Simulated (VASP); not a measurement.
# NaCl in VASP: further runs

NaCl is run at these levels: PBE, PBE+D3(BJ); tasks: single point.

Program: VASP 6.6.1. These are calculated values, not measurements. Logs are shortened: lines on timing, memory, paths and dates and some standing lists are left out, and cuts for length are marked.

## 1. The cell of the first run

It takes space group I4/mmm (No. 139, tetragonal). The conventional cell has a = 3.845 Å, b = 3.845 Å, c = 5.663 Å, α = 90.00°, β = 90.00°, γ = 90.00°. Within 3.6 Å of Na (site symmetry 4/mmm) lie 6 Cl at 2.72 to 2.83 Å. Within 3.6 Å of Cl (site symmetry 4/mmm) lie 6 Na at 2.72 to 2.83 Å.

## 2. Single point, PBE (x and y stretched by -4 %, z held)

Contents of INCAR:

```
SYSTEM = NaCl
PREC     = Accurate       ! precision mode
ENCUT    = 520            ! plane-wave cutoff, eV
EDIFF    = 1E-6           ! SCF threshold, eV
ISMEAR   = -1             ! smearing method
SIGMA    = 0.03           ! smearing width, eV
LREAL    = .FALSE.        ! projectors in reciprocal space
LASPH    = .TRUE.         ! aspherical terms in the spheres
NELM     = 80             ! most SCF steps
ALGO     = Normal         ! electronic algorithm
ISIF     = 2              ! what is computed and relaxed
LWAVE    = .FALSE.        ! write WAVECAR
LCHARG   = .FALSE.        ! write CHGCAR
GGA      = PE             ! functional
NBANDS   = 14             ! bands
```

Contents of KPOINTS:

```
Automatic mesh
0
G
  7 7 7
  0 0 0
```

Contents of POSCAR:

```
NaCl
1.0
    0.0000000000      2.7184800000      2.8317500000
    2.7184800000      0.0000000000      2.8317500000
    2.7184800000      2.7184800000      0.0000000000
Na Cl
1 1
Direct
    0.0000000000      0.0000000000      0.0000000000
    0.5000000000      0.5000000000      0.5000000000
```

Potentials or basis: VASP PAW PBE potentials, release 64 (Na_pv, Cl).

Launch:

```bash
$ cat potpaw_PBE.64/Na_pv/POTCAR potpaw_PBE.64/Cl/POTCAR > POTCAR
$ mpirun -np 1 vasp_std > vasp.out
```

OUTCAR:

```text
SYSTEM = NaCl
   PREC = Accurate
   ENCUT = 520
   EDIFF = 1E-6
   ISMEAR = -1
   LREAL = .FALSE.
   LASPH = .TRUE.
   NELM = 80
   ISIF = 2
   GGA = PE

 ion  position               nearest neighbor table
   1  0.000  0.000  0.000-   2 2.72   2 2.72   2 2.72   2 2.72
   2  0.500  0.500  0.500-   1 2.72   1 2.72   1 2.72   1 2.72

  LATTYP: Found a body centered tetragonal cell.
 ALAT       =     3.8445112850
 C/A-ratio  =     1.4731391275

  Lattice vectors:

 A1 = (  -2.7184800000,   0.0000000000,   2.8317500000)
 A2 = (   2.7184800000,   0.0000000000,   2.8317500000)
 A3 = (   0.0000000000,   2.7184800000,  -2.8317500000)

Analysis of symmetry for initial positions (statically):
=====================================================================
 Subroutine PRICEL returns:
 Original cell was already a primitive cell.

 Routine SETGRP: Setting up the symmetry group for a
 body centered tetragonal supercell.

 Subroutine GETGRP returns: Found 16 space group operations
 (whereof 16 operations were pure point group operations)
 out of a pool of 16 trial point group operations.

The static configuration has the point symmetry D_4h.

Analysis of symmetry for dynamics (positions and initial velocities):
=====================================================================
 Subroutine PRICEL returns:
 Original cell was already a primitive cell.

 Routine SETGRP: Setting up the symmetry group for a
 body centered tetragonal supercell.

 Subroutine GETGRP returns: Found 16 space group operations
 (whereof 16 operations were pure point group operations)
 out of a pool of 16 trial point group operations.

The dynamic configuration has the point symmetry D_4h.

 Subroutine INISYM returns: Found 16 space group operations
 (whereof 16 operations are pure point group operations),
 and found     1 'primitive' translations

----------------------------------------------------------------------------------------

                                     Primitive cell

  volume of cell :      41.8540

  direct lattice vectors                    reciprocal lattice vectors
     0.000000000  2.718480000  2.831750000    -0.183926312  0.183926312  0.176569259
     2.718480000  0.000000000  2.831750000     0.183926312 -0.183926312  0.176569259
     2.718480000  2.718480000  0.000000000     0.183926312  0.183926312 -0.176569259

  length of vectors
     3.925422471  3.925422471  3.844511285     0.314379515  0.314379515  0.314379515

  position of ions in fractional coordinates (direct lattice)
[... 8 lines left out ...]
----------------------------------------------------------------------------------------

 KPOINTS: Automatic mesh

Automatic generation of k-mesh.
 Grid dimensions read from file:
 generate k-points for:    7    7    7

 Generating k-lattice:

  Cartesian coordinates                     Fractional coordinates (reciprocal lattice)
    -0.026275187  0.026275187  0.025224180     0.142857143  0.000000000  0.000000000
     0.026275187 -0.026275187  0.025224180     0.000000000  0.142857143  0.000000000
     0.026275187  0.026275187 -0.025224180     0.000000000  0.000000000  0.142857143

  Length of vectors
     0.044911359  0.044911359  0.044911359

  Shift w.r.t. Gamma in fractional coordinates (k-lattice)
     0.000000000  0.000000000  0.000000000

 Subroutine IBZKPT returns following result:
 ===========================================

 Found     40 irreducible k-points:

 Following reciprocal coordinates:
            Coordinates               Weight
  0.000000  0.000000  0.000000      1.000000
  0.142857  0.000000  0.000000      8.000000
  0.285714 -0.000000  0.000000      8.000000
  0.428571 -0.000000  0.000000      8.000000
  0.142857  0.142857  0.000000      2.000000
  0.285714  0.142857  0.000000      8.000000
[... 16 lines left out ...]
  0.428571  0.285714  0.142857      8.000000
 -0.428571  0.285714  0.142857     16.000000
 [... further k-points ...]
   k-points           NKPTS =     40   k-points in BZ     NKDIM =     40   number of bands    NBANDS=     14
   number of dos      NEDOS =    301   number of ions     NIONS =      2
   total plane-waves  NPLWV =  27000
   dimension x,y,z NGX =    30 NGY =   30 NGZ =   30
   dimension x,y,z NGXF=    60 NGYF=   60 NGZF=   60
   ions per type =               1   1
   NGX,Y,Z   is equivalent  to a cutoff of  12.71, 12.71, 12.97 a.u.
   NGXF,Y,Z  is equivalent  to a cutoff of  25.41, 25.41, 25.95 a.u.
 SYSTEM =  NaCl
   PREC   = accura    normal or accurate (medium, high low for compatibility)
   ISTART =      0    job   : 0-new  1-cont  2-samecut
   ICHARG =      2    charge: 1-file 2-atom 10-const
   ISPIN  =      1    spin polarized calculation?
   LNONCOLLINEAR =      F non collinear calculations
   LSORBIT =      F    spin-orbit coupling
   LASPH  =      T    aspherical Exc in radial PAW
   ENCUT  =  520.0 eV  38.22 Ry    6.18 a.u.   7.30  7.30  7.15*2*pi/ulx,y,z
   NELM   =     80;   NELMIN=  2; NELMDL= -5     # of ELM steps
   EDIFF  = 0.1E-05   stopping-criterion for ELM
   LREAL  =      F    real-space projection
   EDIFFG = 0.1E-04   stopping-criterion for IOM
   NSW    =      0    number of steps for IOM
   IBRION =     -1    ionic relax: 0-MD 1-quasi-New 2-CG
   NFREE  =      0    steps in history (QN), initial steepest desc. (CG)
   ISIF   =      2    stress and relaxation
   ISYM   =      2    0-nonsym 1-usesym 2-fastsym
   POTIM  = 0.5000    time-step for ionic-motion
   TEBEG  =    0.0;   TEEND  =   0.0 temperature during run
   PSTRESS=    0.0 pullay stress
   NELECT =      14.0000    total number of electrons
   NUPDOWN=      -1.0000    fix difference up-down
   EMIN   =  10.00;   EMAX   =-10.00  energy-range for DOS
   EFERMI =   0.00;   METHOD = LEGACY
   ISMEAR =    -1;   SIGMA  =   0.03  broadening in eV -4-tet -1-fermi 0-gaus
   EFERMI_NEDOS =   21; number of points for ismear=-14 and -15
   IALGO  =     38    algorithm
   IMIX   =      4    mixing-type and parameters
     AMIX     =   0.40;   BMIX     =  1.00
     AMIX_MAG =   1.60;   BMIX_MAG =  1.00
  volume/ion in A,a.u.               =      20.93       141.22
  Fermi-wavevector in a.u.,A,eV,Ry     =   1.136419  2.147520 17.571216  1.291448
  Thomas-Fermi vector in A             =   2.273124
   LORBIT       =      0    0 simple, 1 ext, 2 COOP (PROOUT), +10 PAW based schemes
   GGA     = PE    functional components
   LHFCALC =     F    Hartree Fock is set to
   AEXX    =    0.0000 exact exchange contribution
   IVDW    =     0    specifies the selected vdW correction
   LEPSILON=     F    determine dielectric tensor
   LRPA    =     F    only Hartree local field effects (RPA)
 non-spin polarized calculation
  energy-cutoff  :      520.00
  volume of cell :       41.85
 maximum number of plane-waves:      1138
 NGX is ok and might be reduce to    30
   NGX = 15   NGY = 15   NGZ = 15

 number of electron      14.0000004 magnetization

 Free energy of the ion-electron system (eV)
  ---------------------------------------------------
  ext. energy  EPLUGINS =         0.00000000
  ---------------------------------------------------
  free energy    TOTEN  =        -6.73250235 eV

  energy without entropy =       -6.73250235  energy(sigma->0) =       -6.73250235

 E-fermi :   0.3044     XC(G=0):  -8.4639

 val. band max:       -0.2991464628   @ k =   0.0000   0.0000   0.0000
 cond. band min:       5.0745563186   @ k =   0.0000   0.0000   0.0000
 fundamental gap:      5.3737027813
 Fermi energy:         0.3044148053

 k-point     1 :       0.0000    0.0000    0.0000
  band No.  band energies     occupation
      1     -21.0069      2.00000
      2     -21.0019      2.00000
      3     -21.0019      2.00000
      4     -13.1399      2.00000
      5      -0.3203      2.00000
      6      -0.3203      2.00000
      7      -0.2991      2.00000
      8       5.0746      0.00000
      9      10.6649      0.00000
     10      10.9887      0.00000
     11      10.9887      0.00000
     12      12.8646      0.00000
     13      13.3845      0.00000
     14      14.8607      0.00000

 k-point     2 :       0.1429    0.0000    0.0000
  band No.  band energies     occupation
      1     -21.0119      2.00000
      2     -21.0055      2.00000
      3     -21.0022      2.00000
      4     -13.0657      2.00000
      5      -0.8301      2.00000
      6      -0.3741      2.00000
      7      -0.3732      2.00000
      8       5.7340      0.00000
      9      10.2347      0.00000
     10      11.0139      0.00000
     11      11.2623      0.00000
     12      12.6543      0.00000
     13      13.0663      0.00000
     14      16.0084      0.00000

 k-point     3 :       0.2857   -0.0000    0.0000
  band No.  band energies     occupation
      1     -21.0287      2.00000
      2     -21.0078      2.00000
      3     -21.0028      2.00000
      4     -12.8923      2.00000
      5      -1.7536      2.00000
      6      -0.5215      2.00000
      7      -0.4876      2.00000
      8       6.7791      0.00000
      9       9.9137      0.00000
     10      10.9666      0.00000
     11      11.3689      0.00000
     12      13.3891      0.00000
     13      13.4975      0.00000
     14      15.6931      0.00000
[... 324 lines left out ...]
 k-point    23 :       0.4286    0.2857    0.1429
  band No.  band energies     occupation
      1     -21.0285      2.00000
      2     -21.0107      2.00000
      3     -21.0077      2.00000
      4     -12.8087      2.00000
      5      -1.8016      2.00000
      6      -0.9446      2.00000
      7      -0.6852      2.00000
      8       7.9172      0.00000
      9       9.0688      0.00000
     10       9.9650      0.00000
     11      12.3198      0.00000
     12      12.9377      0.00000
     13      15.4330      0.00000
     14      17.7450      0.00000

 k-point    24 :      -0.4286    0.2857    0.1429
  band No.  band energies     occupation
      1     -21.0330      2.00000
      2     -21.0158      2.00000
      3     -21.0092      2.00000
      4     -12.7031      2.00000
      5      -2.0223      2.00000
      6      -1.2342      2.00000
      7      -0.8214      2.00000
      8       8.4513      0.00000
      9       9.3897      0.00000
     10       9.8641      0.00000
     11      11.9607      0.00000
     12      14.1931      0.00000
     13      15.6592      0.00000
     14      16.8607      0.00000

 [... further k-points ...]
[... 5 lines left out ...]
  --------------------------------------------------------------------------------------
  -------------------------------------------------------------------------------------
  Total        1.0009458      1.0009458      0.3872832      0.0000000     -0.0000000      0.0000000
  in kB       38.3163349     38.3163349     14.8252500      0.0000000     -0.0000000      0.0000000
  external PRESSURE =      30.4859733 kB  Pullay stress =       0.0000000 kB

 VOLUME and BASIS-vectors are now :
 -----------------------------------------------------------------------------
  energy-cutoff  :      520.00
  volume of cell :       41.85
      direct lattice vectors                 reciprocal lattice vectors
     0.000000000  2.718480000  2.831750000    -0.183926312  0.183926312  0.176569259
     2.718480000  0.000000000  2.831750000     0.183926312 -0.183926312  0.176569259
     2.718480000  2.718480000  0.000000000     0.183926312  0.183926312 -0.176569259

 POSITION                                       TOTAL-FORCE (eV/Angst)
 -----------------------------------------------------------------------------------
      0.00000      0.00000      0.00000         0.000000     -0.000000      0.000000
      2.71848      2.71848      2.83175        -0.000000      0.000000      0.000000
 -----------------------------------------------------------------------------------
    total drift:                               -0.000000      0.000000      0.000000

  FREE ENERGIE OF THE ION-ELECTRON SYSTEM (eV)
  ---------------------------------------------------
  free  energy   TOTEN  =        -6.7325023476 eV

  energy  without entropy=       -6.7325023476  energy(sigma->0) =       -6.73250235
```

It took 17 s on 1 thread of AMD EPYC 7R43 (Zen 3), shared host; peak memory 0.13 GiB.

What came out:

| Item | Value |
| --- | --- |
| Free energy | -6.7325 eV |
| Pressure | 3.0 GPa |
| Band gap on the k mesh | 5.37 eV, direct |

Levels at points of the mesh, in eV from the valence-band top:
```csv
k point,band 3,band 4,band 5,band 6,band 7,band 8,band 9,band 10,band 11,band 12
"(0.00, 0.00, 0.00)",-20.70,-12.84,-0.02,-0.02,0.00,5.37,10.96,11.29,11.29,13.16
```

Caveat: the cell differs from its parent crystal (x and y stretched by -4 %, z held).

[end of part 1 of 2]
